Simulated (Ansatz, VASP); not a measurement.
## Pb in VASP and in Ansatz

```
Pb
1.0
     0.00000    2.47502    2.47502
     2.47502    0.00000    2.47502
     2.47502    2.47502    0.00000
Pb
1
Cartesian
  0.0000 0.0000 0.0000
```

Alike in both runs: task relaxation of cell and atoms; functional revPBE; k mesh 9 × 9 × 9; occupations fermi-dirac, width 0.05 eV; no spin polarisation.

```csv
,VASP,Ansatz
version,VASP 6.6.1,Ansatz 0.2.0
potentials or method,"VASP PAW PBE potentials, release 64 (Pb_d), cutoff 600 eV","all-electron LAPW, scalar-relativistic"
```

Ansatz gave:

* relaxed volume (Å³/atom): 32.76
* relaxed cell length with the largest relative difference (Å): 3.591

Which values does VASP return?

Relaxed volume (Å³/atom): 32.73; relaxed cell length with the largest relative difference (Å): 3.590.

VASP's potentials were made for PBE, not for revPBE. Ansatz ran all-electron here, and VASP with PAW potentials.

Neither program's run includes spin-orbit coupling.
